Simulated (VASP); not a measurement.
Here is a VASP 6.6.1 calculation.

Contents of POSCAR:

```
SrCl2
1.0
   -0.1307062500      3.4855000000      3.4855000000
    3.3547937500      0.0000000000      3.3547937500
    3.4855000000      3.4855000000     -0.1307062500
Sr Cl
1 2
Direct
    0.0000000000      0.0000000000      0.0000000000
    0.2500000000      0.2500000000      0.2500000000
    0.7500000000      0.7500000000      0.7500000000
```

The input INCAR.step1:

```
SYSTEM = SrCl2
  PREC = Accurate
  ENCUT = 520
  ISMEAR = 0
  SIGMA = 0.05
  LREAL = .FALSE.
  LASPH = .TRUE.
  NELM = 60
  NBANDS = 19
  GGA = PE
  ALGO = Normal
  EDIFF = 1E-4
  LWAVE = .TRUE.
  LCHARG = .FALSE.
```

File INCAR.step2:

```
SYSTEM = SrCl2
  PREC = Accurate
  ENCUT = 520
  EDIFF = 1E-6
  ISMEAR = 0
  SIGMA = 0.05
  LREAL = .FALSE.
  LASPH = .TRUE.
  NELM = 60
  ALGO = Normal
  ISIF = 2
  LWAVE = .FALSE.
  LCHARG = .FALSE.
  METAGGA = R2SCAN
  LMIXTAU = .TRUE.
  NBANDS = 19
  ISTART = 1
```

Contents of KPOINTS:

```
regular mesh
0
G
  6 6 6
  0 0 0
```

Potentials or basis: VASP PAW PBE potentials, release 64 (Sr_sv, Cl).

Run with:

```console
$ cat potpaw_PBE.64/Sr_sv/POTCAR potpaw_PBE.64/Cl/POTCAR > POTCAR
$ cp INCAR.step1 INCAR
$ mpirun -np 1 vasp_std > vasp.out
$ cp INCAR.step2 INCAR
$ mpirun -np 1 vasp_std > vasp.out
```

Problem. Estimate the pressure.

Solution. 0.7 GPa.

Problem. Estimate the band gap on the k mesh.

Solution. 5.99 eV (least direct gap 6.01 eV).

Problem. Predict the largest force.

Solution. 0.213 eV/Å.

Stress tensor (GPa, compression positive):
```
0.70 0.00 1.27
0.00 0.76 0.00
1.27 0.00 0.70
```

Caveat: the cell differs from its parent crystal (strain -0.0750 x Voigt [0, 0, 0, 0, 1, 0]); the PAW data sets were made with another functional, which shifts forces and pressure a little. A k mesh can miss the band edges.
